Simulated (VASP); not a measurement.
# In (I4/mmm) in VASP: further runs

In is run at these levels: LDA; tasks: single point.

Program: VASP 6.6.1. These are calculated values, not measurements. Logs are shortened: lines on timing, memory, paths and dates and some standing lists are left out, and cuts for length are marked.

## 1. The cell of the first run

Symmetry: I4/mmm, No. 139, tetragonal system. The conventional cell has a = 3.252 Å, b = 3.252 Å, c = 4.948 Å, α = 90.00°, β = 90.00°, γ = 90.00°. In (site symmetry 4/mmm) has 12 In at 3.25 to 3.38 Å within 4.3 Å.

## 2. Single point, LDA

INCAR

```
  PREC = Accurate
  ENCUT = 520
  EDIFF = 1E-7
  ISMEAR = 0
  SIGMA = 0.15
  LREAL = False
  LASPH = True
  NELM = 60
  ALGO = Fast
  ISIF = 2
  LWAVE = False
  LCHARG = True
  LELF = True
  LVHAR = True
  NBANDS = 12
```

KPOINTS

```
Automatic mesh
0
Gamma
  20 20 20
```

POSCAR

```
In
1.0
   -1.6261500000      1.6261500000      2.4739500000
    1.6261500000     -1.6261500000      2.4739500000
    1.6261500000      1.6261500000     -2.4739500000
In
1
Direct
    0.0000000000      0.0000000000      0.0000000000
```

Potentials or basis: VASP PAW LDA potentials, release 64 (In_d).

The run is started by

```sh
$ cat potpaw_LDA.64/In_d/POTCAR > POTCAR
$ mpirun -np 1 vasp_std > vasp.out
```

OUTCAR:

```text
PREC = Accurate
   ENCUT = 520
   EDIFF = 1E-7
   ISMEAR = 0
   LREAL = False
   LASPH = True
   NELM = 60
   ISIF = 2

 ion  position               nearest neighbor table
   1  0.000  0.000  0.000-

  LATTYP: Found a body centered tetragonal cell.
 ALAT       =     3.2523000000
 C/A-ratio  =     1.5213541186

  Lattice vectors:

 A1 = (  -1.6261500000,   1.6261500000,   2.4739500000)
 A2 = (   1.6261500000,  -1.6261500000,   2.4739500000)
 A3 = (   1.6261500000,   1.6261500000,  -2.4739500000)

Analysis of symmetry for initial positions (statically):
=====================================================================
 Subroutine PRICEL returns:
 Original cell was already a primitive cell.

 Routine SETGRP: Setting up the symmetry group for a
 body centered tetragonal supercell.

 Subroutine GETGRP returns: Found 16 space group operations
 (whereof 16 operations were pure point group operations)
 out of a pool of 16 trial point group operations.

The static configuration has the point symmetry D_4h.

Analysis of symmetry for dynamics (positions and initial velocities):
=====================================================================
 Subroutine PRICEL returns:
 Original cell was already a primitive cell.

 Routine SETGRP: Setting up the symmetry group for a
 body centered tetragonal supercell.

 Subroutine GETGRP returns: Found 16 space group operations
 (whereof 16 operations were pure point group operations)
 out of a pool of 16 trial point group operations.

The dynamic configuration has the point symmetry D_4h.

 Subroutine INISYM returns: Found 16 space group operations
 (whereof 16 operations are pure point group operations),
 and found     1 'primitive' translations

----------------------------------------------------------------------------------------

                                     Primitive cell

  volume of cell :      26.1681

  direct lattice vectors                    reciprocal lattice vectors
    -1.626150000  1.626150000  2.473950000     0.000000000  0.307474710  0.202105944
     1.626150000 -1.626150000  2.473950000     0.307474710  0.000000000  0.202105944
     1.626150000  1.626150000 -2.473950000     0.307474710  0.307474710  0.000000000

  length of vectors
     3.377744254  3.377744254  3.377744254     0.367950418  0.367950418  0.434834905

  position of ions in fractional coordinates (direct lattice)
     0.000000000  0.000000000  0.000000000

  ion indices of the primitive-cell ions
[... 83 lines left out ...]
   TEBEG  =    0.0;   TEEND  =   0.0 temperature during run
   PSTRESS=    0.0 pullay stress
   NELECT =      13.0000    total number of electrons
   NUPDOWN=      -1.0000    fix difference up-down
   EMIN   =  10.00;   EMAX   =-10.00  energy-range for DOS
   EFERMI =   0.00;   METHOD = LEGACY
   ISMEAR =     0;   SIGMA  =   0.15  broadening in eV -4-tet -1-fermi 0-gaus
   EFERMI_NEDOS =   21; number of points for ismear=-14 and -15
   IALGO  =     68    algorithm
   IMIX   =      4    mixing-type and parameters
     AMIX     =   0.40;   BMIX     =  1.00
     AMIX_MAG =   1.60;   BMIX_MAG =  1.00
  volume/ion in A,a.u.               =      26.17       176.59
  Fermi-wavevector in a.u.,A,eV,Ry     =   1.296578  2.450177 22.872944  1.681114
  Thomas-Fermi vector in A             =   2.428025
   LORBIT       =      0    0 simple, 1 ext, 2 COOP (PROOUT), +10 PAW based schemes
   GGA     = CA    functional components
   LHFCALC =     F    Hartree Fock is set to
   AEXX    =    0.0000 exact exchange contribution
   IVDW    =     0    specifies the selected vdW correction
   LEPSILON=     F    determine dielectric tensor
   LRPA    =     F    only Hartree local field effects (RPA)
 non-spin polarized calculation
 RMM-DIIS sequential band-by-band and
 Gauss-broadening in eV      SIGMA  =   0.15
  energy-cutoff  :      520.00
  volume of cell :       26.17
 maximum number of plane-waves:       721
 NGX is ok and might be reduce to    28
   NGX = 13   NGY = 13   NGZ = 13

 number of electron      13.0000006 magnetization

 Free energy of the ion-electron system (eV)
  ---------------------------------------------------
  ext. energy  EPLUGINS =         0.00000000
  ---------------------------------------------------
  free energy    TOTEN  =        -3.20698569 eV

  energy without entropy =       -3.20189185  energy(sigma->0) =       -3.20443877

 E-fermi :   7.2026     XC(G=0): -10.5253

 val. band max:        7.1954628488   @ k =  -0.3500   0.4500   0.1000
 cond. band min:       7.2085492839   @ k =   0.3000   0.1000   0.0500
 fundamental gap:      0.0130864351
 Fermi energy:         7.2026485915

 k-point     1 :       0.0000    0.0000    0.0000
  band No.  band energies     occupation
      1      -7.4067      2.00000
      2      -7.2997      2.00000
      3      -7.2997      2.00000
      4      -7.2165      2.00000
      5      -7.1112      2.00000
      6      -2.3481      2.00000
      7      17.6326      0.00000
      8      17.6326      0.00000
      9      17.7919      0.00000
     10      18.9008      0.00000
     11      21.2405      0.00000
     12      21.3531      0.00000
[... 331 lines left out ...]
 k-point    24 :      -0.3500    0.0500   -0.0000
  band No.  band energies     occupation
      1      -7.3780      2.00000
      2      -7.3439      2.00000
      3      -7.2632      2.00000
      4      -7.0910      2.00000
      5      -7.0489      2.00000
      6       0.2170      2.00000
      7       7.7711      0.00000
      8      14.7553      0.00000
      9      16.2891      0.00000
     10      18.4221      0.00000
     11      19.7222      0.00000
     12      20.9675      0.00000

 [... further k-points ...]

------------------------ aborting loop because EDIFF is reached ----------------------------------------

  FORCE on cell =-STRESS in cart. coord.  units (eV):
  Direction    XX          YY          ZZ          XY          YZ          ZX
  --------------------------------------------------------------------------------------
  -------------------------------------------------------------------------------------
  Total       -0.4057106     -0.4057106     -0.4270891      0.0000000     -0.0000000      0.0000000
  in kB      -24.8401840    -24.8401840    -26.1491105      0.0000000     -0.0000000      0.0000000
  external PRESSURE =     -25.2764928 kB  Pullay stress =       0.0000000 kB

 VOLUME and BASIS-vectors are now :
 -----------------------------------------------------------------------------
  energy-cutoff  :      520.00
  volume of cell :       26.17
      direct lattice vectors                 reciprocal lattice vectors
    -1.626150000  1.626150000  2.473950000     0.000000000  0.307474710  0.202105944
     1.626150000 -1.626150000  2.473950000     0.307474710  0.000000000  0.202105944
     1.626150000  1.626150000 -2.473950000     0.307474710  0.307474710  0.000000000

 POSITION                                       TOTAL-FORCE (eV/Angst)
 -----------------------------------------------------------------------------------
      0.00000      0.00000      0.00000         0.000000      0.000000     -0.000000
 -----------------------------------------------------------------------------------
    total drift:                                0.000000      0.000000      0.000000

  FREE ENERGIE OF THE ION-ELECTRON SYSTEM (eV)
  ---------------------------------------------------
  free  energy   TOTEN  =        -3.2069856925 eV

  energy  without entropy=       -3.2018918469  energy(sigma->0) =       -3.20443877
```

OSZICAR:

```text
N       E                     dE             d eps       ncg     rms          rms(c)
DAV:   1     0.771030013087E+02    0.77103E+02   -0.62656E+03 15624   0.137E+03
DAV:   2     0.551435367996E+00   -0.76552E+02   -0.74564E+02 16096   0.289E+02
DAV:   3    -0.315279303562E+01   -0.37042E+01   -0.36938E+01 18396   0.645E+01
DAV:   4    -0.323718208377E+01   -0.84389E-01   -0.84365E-01 19392   0.965E+00
DAV:   5    -0.324096243506E+01   -0.37804E-02   -0.37802E-02 21308   0.182E+00    0.239E+00
RMM:   6    -0.321364618322E+01    0.27316E-01   -0.31557E-02 18844   0.276E+00    0.126E+00
RMM:   7    -0.320739706302E+01    0.62491E-02   -0.11751E-02 18259   0.130E+00    0.262E-01
RMM:   8    -0.320693095614E+01    0.46611E-03   -0.17901E-03 22602   0.669E-01    0.805E-02
RMM:   9    -0.320697964398E+01   -0.48688E-04   -0.60243E-04 23723   0.231E-01    0.249E-02
RMM:  10    -0.320697873968E+01    0.90430E-06   -0.15005E-04 20845   0.215E-01    0.593E-03
RMM:  11    -0.320698507044E+01   -0.63308E-05   -0.65612E-05 25733   0.784E-02    0.915E-03
RMM:  12    -0.320698508793E+01   -0.17488E-07   -0.99851E-06 21736   0.439E-02    0.286E-03
RMM:  13    -0.320698560039E+01   -0.51247E-06   -0.50467E-06 24838   0.200E-02    0.435E-03
RMM:  14    -0.320698569246E+01   -0.92070E-07   -0.63713E-07 15127   0.793E-03
   1 F= -.32069857E+01 E0= -.32044388E+01  d E =-.509385E-02
```

stdout:

```text
POSCAR found type information on POSCAR In
 POSCAR found :  1 types and       1 ions
 scaLAPACK will be used
 LDA part: xc-table for (Slater(with rela. corr.)+CA(PZ))
 , standard interpolation
 POSCAR, INCAR and KPOINTS ok, starting setup
 FFT: planning ... GRIDC
 FFT: planning ... GRID_SOFT
 FFT: planning ... GRID
 WAVECAR not read
 entering main loop
WARNING in EDDRMM: call to ZHEGV failed, returncode =   8  4     11
WARNING in EDDRMM: call to ZHEGV failed, returncode =   8  4     11
WARNING in EDDRMM: call to ZHEGV failed, returncode =   6  3     11
WARNING in EDDRMM: call to ZHEGV failed, returncode =   6  3     11
WARNING in EDDRMM: call to ZHEGV failed, returncode =   8  4     11
WARNING in EDDRMM: call to ZHEGV failed, returncode =   8  4     11
WARNING in EDDRMM: call to ZHEGV failed, returncode =   6  3     11
WARNING in EDDRMM: call to ZHEGV failed, returncode =   8  4     10
WARNING in EDDRMM: call to ZHEGV failed, returncode =   6  3     10
WARNING in EDDRMM: call to ZHEGV failed, returncode =   6  3     10
WARNING in EDDRMM: call to ZHEGV failed, returncode =   8  4     12
WARNING in EDDRMM: call to ZHEGV failed, returncode =   6  3     11
WARNING in EDDRMM: call to ZHEGV failed, returncode =   6  3      9
WARNING in EDDRMM: call to ZHEGV failed, returncode =   6  3      9
WARNING in EDDRMM: call to ZHEGV failed, returncode =   6  3      9
WARNING in EDDRMM: call to ZHEGV failed, returncode =   8  4      9
WARNING in EDDRMM: call to ZHEGV failed, returncode =   8  4     11
WARNING in EDDRMM: call to ZHEGV failed, returncode =   8  4     11
WARNING in EDDRMM: call to ZHEGV failed, returncode =   6  3      9
WARNING in EDDRMM: call to ZHEGV failed, returncode =   6  3      9
```

Run time: 2.6 min. Hardware: 1 thread of AMD EPYC 9R45 (Zen 5), shared host; peak memory 0.26 GiB.

What came out:

```yaml
Free_energy: -3.2070 eV
Pressure: -2.5 GPa
```

Levels at points of the mesh, in eV from the Fermi level:
```
           k point  band 2  band 3  band 4  band 5  band 6  band 7  band 8  band 9  band 10  band 11
(0.00, 0.00, 0.00)  -14.50  -14.50  -14.42  -14.31   -9.55   10.43   10.43   10.59    11.70    14.04
(0.50, 0.00, 0.00)  -14.57  -14.49  -14.23  -14.19   -4.35   -3.34    7.45    9.05    11.21    11.51
(0.50, 0.50, 0.00)  -14.67  -14.22  -14.21  -14.12   -1.94   -1.72    3.48    3.92     7.10     7.47
(0.50, 0.50, 0.50)  -14.66  -14.21  -14.18  -14.18   -2.98   -2.64    4.68    4.68     8.27     8.31
```

Caveat: spin-orbit coupling is left out, which moves the levels of the heavy elements.

## 3. Single point, LDA

INCAR

```
PREC = Accurate
ENCUT = 520
EDIFF = 1E-6
ISMEAR = 0
SIGMA = 0.15
LREAL = F
LASPH = T
NELM = 80
ALGO = Fast
ISIF = 2
LWAVE = F
LCHARG = F
NBANDS = 12
```

KPOINTS

```
Automatic mesh
0
Gamma
  22 22 22
```

POSCAR is that of step 2.

Potentials or basis: VASP PAW LDA potentials, release 64 (In_d).

The run is started by

```sh
$ cat potpaw_LDA.64/In_d/POTCAR > POTCAR
$ mpirun -np 1 vasp_std > vasp.out
```

Run time: 3 min. Hardware: 1 thread of AMD EPYC 9R45 (Zen 5), shared host; peak memory 0.32 GiB.

It converged, with:

```
Free energy : -3.2077 eV
Pressure    : -2.6 GPa
```

Stress tensor (GPa, compression positive):
```
-2.68  0.00  0.00
 0.00 -2.68  0.00
 0.00  0.00 -2.47
```

Levels at points of the mesh, in eV from the Fermi level:
| k point | band 2 | band 3 | band 4 | band 5 | band 6 | band 7 | band 8 | band 9 | band 10 | band 11 |
| --- | --- | --- | --- | --- | --- | --- | --- | --- | --- | --- |
| (0.00, 0.00, 0.00) | -14.50 | -14.50 | -14.42 | -14.32 | -9.55 | 10.43 | 10.43 | 10.59 | 11.70 | 14.04 |
| (0.50, 0.00, 0.00) | -14.58 | -14.49 | -14.23 | -14.19 | -4.35 | -3.34 | 7.45 | 9.05 | 11.21 | 11.51 |
| (0.50, 0.50, 0.00) | -14.67 | -14.23 | -14.21 | -14.12 | -1.94 | -1.72 | 3.48 | 3.92 | 7.10 | 7.47 |
| (0.50, 0.50, 0.50) | -14.67 | -14.21 | -14.18 | -14.18 | -2.99 | -2.65 | 4.68 | 4.68 | 8.27 | 8.31 |

Caveat: spin-orbit coupling is left out, which moves the levels of the heavy elements.
